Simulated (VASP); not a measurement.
Here is a VASP 6.6.1 calculation.

Contents of INCAR:

```
PREC     = Accurate       # precision mode
ENCUT    = 500            # plane-wave cutoff, eV
EDIFF    = 1E-6           # SCF threshold, eV
ISMEAR   = 0              # smearing method
SIGMA    = 0.1            # smearing width, eV
LREAL    = F              # projectors in reciprocal space
LASPH    = T              # aspherical terms in the spheres
NELM     = 120            # most SCF steps
ALGO     = Normal         # electronic algorithm
ISIF     = 2              # what is computed and relaxed
LWAVE    = F              # write WAVECAR
LCHARG   = F              # write CHGCAR
GGA      = PS             # functional
IVDW     = 12             # dispersion correction
NBANDS   = 8              # bands
GGA_COMPAT= F
```

File KPOINTS:

```
Automatic mesh
0
Gamma
  20 20 20
```

File POSCAR:

```
P
1.0
    1.8986917058      0.0000000000      0.0000000000
    0.0000000000      1.8986917058      0.0000000000
    0.0000000000      0.0000000000      1.8986917058
P
1
Direct
    0.0000000000      0.0000000000      0.0000000000
```

Potentials or basis: VASP PAW PBE potentials, release 64 (P).

Launch:

```bash
$ cat potpaw_PBE.64/P/POTCAR > POTCAR
$ mpirun -np 1 vasp_std > vasp.out
```

(1) What does it give for the pressure?

(2) Estimate the dispersion energy per atom.

## Answers

(1) 398.5 GPa.

(2) -0.840 eV.

Caveat: the PAW data sets were made with another functional, which shifts forces and pressure a little; pairwise dispersion overbinds metals, which lowers pressure and volume.
